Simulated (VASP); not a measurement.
Crystal: HgTe (Coloradoite).

```
Hg Te
1.0
     0.00000    3.21450    3.21450
     3.21450    0.00000    3.21450
     3.21450    3.21450    0.00000
Hg Te
1 1
Cartesian
  0.0000 0.0000 0.0000
  4.8217 4.8217 4.8217
```

```yaml
Program: VASP 6.6.1
Task: relaxation of cell and atoms
Functional: RPBE
Dispersion: D3(BJ)
Potentials_or_basis: VASP PAW PBE potentials, release 64 (Hg, Te)
Cutoff: 600 eV
k_mesh: 7 × 7 × 7
Occupations: fermi-dirac, width 0.05 eV
Spin: no spin polarisation
```

At the start: pressure -2.9 GPa; volume 33.22 Å³/atom.

Task: Where does the relaxation end?

Result: Over 3 steps the energy falls by 17.6 meV/atom and the volume is 31.36 Å³/atom (-5.6 %); space group F-43m (No. 216, to 0.05 Å).

The path:
```csv
step,energy change (eV),largest force (eV/Å),pressure (GPa),volume (Å³)
1,0.0000,0.0000,-2.87,66.43
2,-0.0248,0.0000,1.85,60.87
3,-0.0352,0.0000,0.00,62.72
```

Final structure:
```
Hg Te
1.0
     0.00000    3.15354    3.15354
     3.15354    0.00000    3.15354
     3.15354    3.15354    0.00000
Hg Te
1 1
Direct
  0.00000 0.00000 0.00000
  0.75000 0.75000 0.75000
```

Caveat: the PAW data sets were made with another functional, which shifts forces and pressure a little; pairwise dispersion overbinds metals, which lowers pressure and volume.
